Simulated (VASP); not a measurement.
Write the native input for VASP 6.6.1 that does the following.

```yaml
Task: single point
Functional: PBE
Potentials_or_basis: VASP PAW PBE potentials, release 64 (C)
Cutoff: 520 eV
k_mesh: 8 × 8 × 10
Occupations: gaussian, width 0.1 eV
Spin: collinear spin, ferromagnetic start
Starting_moments: "[1.0] μB"
Dipole_correction: no
Further_INCAR_settings: ALGO = Normal; EDIFF = 1e-07; NBANDS = 12
```

The structure of C lies in POSCAR:

```
C
1.0
    1.8818884948      0.0000000000      0.0000000000
    0.0000000000      1.8818884948      0.0000000000
    0.0000000000      0.0000000000      1.5999422656
C
1
Direct
    0.5000000000      0.5000000000      0.5000000000
```

The input as run:

INCAR

```
SYSTEM = C
ALGO = Normal
EDIFF = 1E-7
ENCUT = 520
GGA = PE
ISIF = 2
ISMEAR = 0
ISPIN = 2
LASPH = .TRUE.
LCHARG = .TRUE.
LELF = .TRUE.
LORBIT = 11
LREAL = .FALSE.
LVHAR = .TRUE.
LWAVE = .FALSE.
MAGMOM = 1
NBANDS = 12
NELM = 150
PREC = Accurate
SIGMA = 0.1
```

KPOINTS

```
k-points
0
G
  8 8 10
  0 0 0
```

Potentials or basis: VASP PAW PBE potentials, release 64 (C).

The run is started by

```console
$ cat potpaw_PBE.64/C/POTCAR > POTCAR
$ mpirun -np 1 vasp_std > vasp.out
```

Results of the run:

```json
{
  "Pressure": "0.4 GPa",
  "Band gap on the k mesh": "zero (filled and empty bands overlap)",
  "Net moment": "0.00 μB per cell",
  "Valence electrons inside the program's atomic spheres": "C 2.32"
}
```

Caveat: the k points lie up to 0.42 Å⁻¹ apart.

Run time: 9.1 s on 1 thread of Intel(R) Xeon(R) Platinum 8124M CPU @ 3.00GHz (Skylake/Cascade Lake) (shared host), peak memory 0.12 GiB.
